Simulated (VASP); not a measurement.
# Ti: single point with LDA

Ti:

```
CELL_PARAMETERS angstrom
4.44906 0.00000 0.00000
-2.22453 3.85300 0.00000
0.00000 0.00000 2.77209
ATOMIC_POSITIONS crystal
Ti 0.00000 0.00000 0.00000
Ti 0.33333 0.66667 0.50000
Ti 0.66667 0.33333 0.50000
```

This isn't the form of Ti at room conditions, which is hcp.

```json
{"Program": "VASP 6.6.1", "Task": "single point", "Functional": "LDA", "Potentials or basis": "VASP PAW LDA potentials, release 64 (Ti_sv)", "Cutoff": "520 eV", "k mesh": "7 × 7 × 10", "Occupations": "fermi-dirac, width 0.02 eV", "Spin": "no spin polarisation", "Dipole correction": "no", "Further INCAR settings": "ALGO = Normal; EDIFF = 1e-06; NBANDS = 25"}
```

| Item | Value |
| --- | --- |
| Pressure | -0.1 GPa |
| Band gap on the k mesh | zero (bands 18 and 19 overlap by 0.34 eV) |

Levels at points of the mesh, in eV from the Fermi level:
```
           k point  band 16  band 17  band 18  band 19  band 20  band 21
(0.00, 0.00, 0.00)    -0.72    -0.60    -0.60    -0.01     0.71     1.34
(0.00, 0.00, 0.50)    -1.82    -1.82    -1.68     1.11     1.11     1.32
```

It took 24 s on 1 thread of Intel(R) Xeon(R) 6975P-C (Granite Rapids), with other jobs on the host, peak memory 0.17 GiB.
